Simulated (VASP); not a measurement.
# Pt (Cmcm) in VASP: single point with LDA

Aim: the single point of Pt with LDA.

Program: VASP 6.6.1. These are calculated values, not measurements. Logs are shortened: lines on timing, memory, paths and dates and some standing lists are left out, and cuts for length are marked.

### 1 The cell of the first run

It takes space group Cmcm (No. 63, orthorhombic). The conventional cell has a = 2.708 Å, b = 4.691 Å, c = 4.677 Å, α = 90.00°, β = 90.00°, γ = 90.00°. Pt (site symmetry m2m) has 12 Pt at 2.71 to 2.87 Å within 3.6 Å.

### 2 Single point, LDA (atoms displaced along a vibrational mode)

File INCAR:

```
SYSTEM = Pt
ALGO = Normal
EDIFF = 1E-6
ENCUT = 570
GGA_COMPAT = .False.
ISIF = 2
ISMEAR = 0
LASPH = .True.
LCHARG = .False.
LREAL = .False.
LWAVE = .False.
NBANDS = 25
NELM = 120
PREC = Accurate
SIGMA = 0.15
```

File KPOINTS:

```
k-points
0
Gamma
  18 18 10
  0 0 0
```

File POSCAR:

```
Pt
1.0
    2.7081940711      0.0000000000      0.0000000000
   -1.3540970355      2.3453648639      0.0000000000
    0.0000000000      0.0000000000      4.6773974959
Pt
2
Direct
    0.6768356601      0.3536713203      0.7500000000
    0.3231643399      0.6463286797      0.2500000000
```

Potentials or basis: VASP PAW LDA potentials, release 64 (Pt_sv_GW).

Command:

```bash
cat potpaw_LDA.64/Pt_sv_GW/POTCAR > POTCAR
mpirun -np 1 vasp_std > vasp.out
```

OUTCAR:

```text
SYSTEM = Pt
   EDIFF = 1E-6
   ENCUT = 570
   ISIF = 2
   ISMEAR = 0
   LASPH = .True.
   LREAL = .False.
   NELM = 120
   PREC = Accurate

 ion  position               nearest neighbor table
   1  0.677  0.354  0.750-   2 2.79   2 2.79   2 2.79   2 2.79   2 2.87   2 2.87
   2  0.323  0.646  0.250-   1 2.79   1 2.79   1 2.79   1 2.79   1 2.87   1 2.87

  LATTYP: Found a hexagonal cell.
 ALAT       =     2.7081940711
 C/A-ratio  =     1.7271278842

  Lattice vectors:

 A1 = (   2.7081940711,   0.0000000000,   0.0000000000)
 A2 = (  -1.3540970355,   2.3453648639,   0.0000000000)
 A3 = (   0.0000000000,   0.0000000000,   4.6773974959)

Analysis of symmetry for initial positions (statically):
=====================================================================
 Subroutine PRICEL returns:
 Original cell was already a primitive cell.

 Routine SETGRP: Setting up the symmetry group for a
 hexagonal supercell.

 Subroutine GETGRP returns: Found  8 space group operations
 (whereof  4 operations were pure point group operations)
 out of a pool of 24 trial point group operations.

The static configuration has the point symmetry C_2h.
 The point group associated with its full space group is D_2h.

Analysis of symmetry for dynamics (positions and initial velocities):
=====================================================================
 Subroutine PRICEL returns:
 Original cell was already a primitive cell.

 Routine SETGRP: Setting up the symmetry group for a
 hexagonal supercell.

 Subroutine GETGRP returns: Found  8 space group operations
 (whereof  4 operations were pure point group operations)
 out of a pool of 24 trial point group operations.

The dynamic configuration has the point symmetry C_2h.
 The point group associated with its full space group is D_2h.

 Subroutine INISYM returns: Found  8 space group operations
 (whereof  4 operations are pure point group operations),
 and found     1 'primitive' translations

----------------------------------------------------------------------------------------

                                     Primitive cell

  volume of cell :      29.7094

  direct lattice vectors                    reciprocal lattice vectors
     2.708194071  0.000000000  0.000000000     0.369249756  0.213186446  0.000000000
    -1.354097035  2.345364864  0.000000000     0.000000000  0.426372892  0.000000000
     0.000000000  0.000000000  4.677397496     0.000000000  0.000000000  0.213794103

  length of vectors
     2.708194071  2.708194071  4.677397496     0.426372892  0.426372892  0.213794103

  position of ions in fractional coordinates (direct lattice)
     0.676835660  0.353671320  0.750000000
     0.323164340  0.646328680  0.250000000

  ion indices of the primitive-cell ions
   primitive index   ion index
                 1           1
                 2           2

----------------------------------------------------------------------------------------

 KPOINTS: k-points

Automatic generation of k-mesh.
 Grid dimensions read from file:
 generate k-points for:   18   18   10

 Generating k-lattice:

  Cartesian coordinates                     Fractional coordinates (reciprocal lattice)
     0.020513875  0.011843691  0.000000000     0.055555556 -0.000000000  0.000000000
     0.000000000  0.023687383  0.000000000     0.000000000  0.055555556  0.000000000
     0.000000000  0.000000000  0.021379410     0.000000000  0.000000000  0.100000000

  Length of vectors
     0.023687383  0.023687383  0.021379410

  Shift w.r.t. Gamma in fractional coordinates (k-lattice)
     0.000000000  0.000000000  0.000000000

 Subroutine IBZKPT returns following result:
 ===========================================

 Found    546 irreducible k-points:

 Following reciprocal coordinates:
            Coordinates               Weight
  0.000000  0.000000  0.000000      1.000000
  0.055556  0.000000  0.000000      4.000000
  0.000000  0.055556  0.000000      2.000000
  0.111111  0.000000  0.000000      4.000000
  0.000000  0.111111  0.000000      2.000000
  0.166667  0.000000  0.000000      4.000000
[... 16 lines left out ...]
 -0.055556  0.166667  0.000000      4.000000
 -0.166667  0.111111  0.000000      4.000000
 [... further k-points ...]
   k-points           NKPTS =    546   k-points in BZ     NKDIM =    546   number of bands    NBANDS=     25
   number of dos      NEDOS =    301   number of ions     NIONS =      2
   total plane-waves  NPLWV =  20736
   dimension x,y,z NGX =    24 NGY =   24 NGZ =   36
   dimension x,y,z NGXF=    48 NGYF=   48 NGZF=   72
   ions per type =               2
   NGX,Y,Z   is equivalent  to a cutoff of  14.73, 14.73, 12.80 a.u.
   NGXF,Y,Z  is equivalent  to a cutoff of  29.47, 29.47, 25.59 a.u.
 SYSTEM =  Pt
   PREC   = accura    normal or accurate (medium, high low for compatibility)
   ISTART =      0    job   : 0-new  1-cont  2-samecut
   ICHARG =      2    charge: 1-file 2-atom 10-const
   ISPIN  =      1    spin polarized calculation?
   LNONCOLLINEAR =      F non collinear calculations
   LSORBIT =      F    spin-orbit coupling
   LASPH  =      T    aspherical Exc in radial PAW
   ENCUT  =  570.0 eV  41.89 Ry    6.47 a.u.   5.27  5.27  9.11*2*pi/ulx,y,z
   NELM   =    120;   NELMIN=  2; NELMDL= -5     # of ELM steps
   EDIFF  = 0.1E-05   stopping-criterion for ELM
   LREAL  =      F    real-space projection
   EDIFFG = 0.1E-04   stopping-criterion for IOM
   NSW    =      0    number of steps for IOM
   IBRION =     -1    ionic relax: 0-MD 1-quasi-New 2-CG
   NFREE  =      0    steps in history (QN), initial steepest desc. (CG)
   ISIF   =      2    stress and relaxation
   ISYM   =      2    0-nonsym 1-usesym 2-fastsym
   POTIM  = 0.5000    time-step for ionic-motion
   TEBEG  =    0.0;   TEEND  =   0.0 temperature during run
   PSTRESS=    0.0 pullay stress
   NELECT =      36.0000    total number of electrons
   NUPDOWN=      -1.0000    fix difference up-down
   EMIN   =  10.00;   EMAX   =-10.00  energy-range for DOS
   EFERMI =   0.00;   METHOD = LEGACY
   ISMEAR =     0;   SIGMA  =   0.15  broadening in eV -4-tet -1-fermi 0-gaus
   EFERMI_NEDOS =   21; number of points for ismear=-14 and -15
   IALGO  =     38    algorithm
   IMIX   =      4    mixing-type and parameters
     AMIX     =   0.40;   BMIX     =  1.00
     AMIX_MAG =   1.60;   BMIX_MAG =  1.00
  volume/ion in A,a.u.               =      14.85       100.24
  Fermi-wavevector in a.u.,A,eV,Ry     =   1.745330  3.298195 41.445742  3.046176
  Thomas-Fermi vector in A             =   2.817038
   LORBIT       =      0    0 simple, 1 ext, 2 COOP (PROOUT), +10 PAW based schemes
   GGA     = CA    functional components
   LHFCALC =     F    Hartree Fock is set to
   AEXX    =    0.0000 exact exchange contribution
   IVDW    =     0    specifies the selected vdW correction
   LEPSILON=     F    determine dielectric tensor
   LRPA    =     F    only Hartree local field effects (RPA)
 non-spin polarized calculation
 Gauss-broadening in eV      SIGMA  =   0.15
  energy-cutoff  :      570.00
  volume of cell :       29.71
 maximum number of plane-waves:       932
 NGX is ok and might be reduce to    24
   NGX = 11   NGY = 11   NGZ = 19

 number of electron      36.0000001 magnetization

 Free energy of the ion-electron system (eV)
  ---------------------------------------------------
  ext. energy  EPLUGINS =         0.00000000
  ---------------------------------------------------
  free energy    TOTEN  =       -14.54119980 eV

  energy without entropy =      -14.50304001  energy(sigma->0) =      -14.52211990

 E-fermi :  10.7281     XC(G=0): -14.4665

 val. band max:       10.7266317975   @ k =   0.0000   0.1111   0.0000
 cond. band min:      10.7289719414   @ k =   0.4444   0.2778   0.2000
 fundamental gap:      0.0023401439
 Fermi energy:        10.7280504415

 k-point     1 :       0.0000    0.0000    0.0000
  band No.  band energies     occupation
      1     -87.5748      2.00000
      2     -87.5471      2.00000
      3     -42.1116      2.00000
      4     -41.8428      2.00000
      5     -41.8006      2.00000
      6     -41.7783      2.00000
[... 17 lines left out ...]
     24      27.9761      0.00000
     25      31.9209      0.00000

 k-point     2 :       0.0556    0.0000    0.0000
  band No.  band energies     occupation
      1     -87.5743      2.00000
      2     -87.5466      2.00000
      3     -42.1067      2.00000
      4     -41.8551      2.00000
      5     -41.8079      2.00000
      6     -41.7913      2.00000
[... 17 lines left out ...]
     24      28.1702      0.00000
     25      31.2643      0.00000

 k-point     3 :       0.0000    0.0556    0.0000
  band No.  band energies     occupation
      1     -87.5742      2.00000
      2     -87.5467      2.00000
      3     -42.1073      2.00000
      4     -41.8469      2.00000
      5     -41.8157      2.00000
      6     -41.7816      2.00000
[... 17 lines left out ...]
     24      28.1270      0.00000
     25      31.4424      0.00000

 k-point     4 :       0.1111    0.0000    0.0000
  band No.  band energies     occupation
      1     -87.5711      2.00000
      2     -87.5446      2.00000
      3     -42.0925      2.00000
      4     -41.8923      2.00000
      5     -41.8352      2.00000
      6     -41.8211      2.00000
[... 17 lines left out ...]
     24      28.6034      0.00000
     25      30.0055      0.00000

 k-point     5 :       0.0000    0.1111    0.0000
  band No.  band energies     occupation
      1     -87.5711      2.00000
      2     -87.5446      2.00000
      3     -42.0947      2.00000
      4     -41.8585      2.00000
      5     -41.8578      2.00000
      6     -41.8182      2.00000
[... 17 lines left out ...]
     24      28.3238      0.00000
     25      30.4075      0.00000

 k-point     6 :       0.1667    0.0000    0.0000
  band No.  band energies     occupation
      1     -87.5661      2.00000
      2     -87.5414      2.00000
      3     -42.0698      2.00000
      4     -41.9525      2.00000
      5     -41.8976      2.00000
      6     -41.8433      2.00000
[... 17 lines left out ...]
     24      28.7121      0.00000
     25      29.1282      0.00000
[... 393 lines left out ...]
 k-point    21 :      -0.1111    0.0556    0.0000
  band No.  band energies     occupation
      1     -87.5723      2.00000
      2     -87.5455      2.00000
      3     -42.0969      2.00000
      4     -41.8835      2.00000
      5     -41.8297      2.00000
      6     -41.8062      2.00000
[... 17 lines left out ...]
     24      28.5376      0.00000
     25      30.1868      0.00000

 k-point    22 :       0.1111    0.0556    0.0000
  band No.  band energies     occupation
      1     -87.5681      2.00000
      2     -87.5426      2.00000
      3     -42.0804      2.00000
      4     -41.9179      2.00000
      5     -41.8694      2.00000
      6     -41.8430      2.00000
[... 17 lines left out ...]
     24      28.2642      0.00000
     25      29.6531      0.00000

 k-point    23 :      -0.0556    0.1667    0.0000
  band No.  band energies     occupation
      1     -87.5682      2.00000
      2     -87.5426      2.00000
      3     -42.0821      2.00000
      4     -41.9002      2.00000
      5     -41.8762      2.00000
      6     -41.8463      2.00000
[... 17 lines left out ...]
     24      28.0236      0.00000
     25      29.6738      0.00000

 k-point    24 :      -0.1667    0.1111    0.0000
  band No.  band energies     occupation
      1     -87.5681      2.00000
      2     -87.5426      2.00000
      3     -42.0778      2.00000
      4     -41.9314      2.00000
      5     -41.8811      2.00000
      6     -41.8247      2.00000
[... 17 lines left out ...]
     24      28.2800      0.00000
     25      29.4320      0.00000

 [... further k-points ...]

------------------------ aborting loop because EDIFF is reached ----------------------------------------

  FORCE on cell =-STRESS in cart. coord.  units (eV):
  Direction    XX          YY          ZZ          XY          YZ          ZX
  --------------------------------------------------------------------------------------
  -------------------------------------------------------------------------------------
  Total        0.0238855     -0.0328662     -0.1107259     -0.0000000      0.0000000      0.0000000
  in kB        1.2881036     -1.7724145     -5.9712516     -0.0000000      0.0000000      0.0000000
  external PRESSURE =      -2.1518542 kB  Pullay stress =       0.0000000 kB

 VOLUME and BASIS-vectors are now :
 -----------------------------------------------------------------------------
  energy-cutoff  :      570.00
  volume of cell :       29.71
      direct lattice vectors                 reciprocal lattice vectors
     2.708194071  0.000000000  0.000000000     0.369249756  0.213186446  0.000000000
    -1.354097035  2.345364864  0.000000000     0.000000000  0.426372892  0.000000000
     0.000000000  0.000000000  4.677397496     0.000000000  0.000000000  0.213794103

 POSITION                                       TOTAL-FORCE (eV/Angst)
 -----------------------------------------------------------------------------------
      1.35410      0.82949      3.50805         0.000000      0.034363      0.000000
      0.00000      1.51588      1.16935        -0.000000     -0.034363      0.000000
 -----------------------------------------------------------------------------------
    total drift:                                0.000000     -0.000000      0.000000

  FREE ENERGIE OF THE ION-ELECTRON SYSTEM (eV)
  ---------------------------------------------------
  free  energy   TOTEN  =       -14.5411997963 eV

  energy  without entropy=      -14.5030400082  energy(sigma->0) =      -14.52211990
```

Run time: 2.6 min. Hardware: 1 thread of AMD EPYC 9R45 (Zen 5), shared host; peak memory 0.42 GiB.

Results:

| Quantity | Value |
| --- | --- |
| Free energy | -14.5412 eV |
| Pressure | -0.2 GPa |
| Largest force | 0.034 eV/Å |
| Band gap on the k mesh | zero (bands 18 and 19 overlap by 1.38 eV) |

Forces in eV/Å, atoms in the order of the input:
```
Pt   0.000  0.034  0.000
Pt   0.000 -0.034  0.000
```

Levels at points of the mesh, in eV from the Fermi level:
| k point | band 14 | band 15 | band 16 | band 17 | band 18 | band 19 | band 20 | band 21 | band 22 | band 23 |
| --- | --- | --- | --- | --- | --- | --- | --- | --- | --- | --- |
| (0.00, 0.00, 0.00) | -3.39 | -3.31 | -2.24 | -1.79 | -0.92 | -0.46 | -0.05 | 5.17 | 15.01 | 15.76 |
| (0.50, 0.00, 0.00) | -3.23 | -3.05 | -0.02 | 0.29 | 0.56 | 2.51 | 3.86 | 7.77 | 9.51 | 9.91 |
| (0.00, 0.50, 0.00) | -3.26 | -2.60 | 0.07 | 0.36 | 0.49 | 2.15 | 4.17 | 7.30 | 8.54 | 10.52 |
| (0.00, 0.00, 0.50) | -3.79 | -3.74 | -3.74 | -0.96 | -0.96 | -0.82 | -0.82 | 12.47 | 12.47 | 15.55 |
| (0.50, 0.00, 0.50) | -2.00 | -0.81 | -0.81 | 0.44 | 0.44 | 1.56 | 1.56 | 7.03 | 7.03 | 14.26 |
| (0.00, 0.50, 0.50) | -2.05 | -1.33 | -1.33 | 0.45 | 0.45 | 2.00 | 2.00 | 6.70 | 6.70 | 14.93 |

Caveat: the cell differs from its parent crystal (atoms displaced along a vibrational mode); spin-orbit coupling is left out, which moves the levels of the heavy elements.
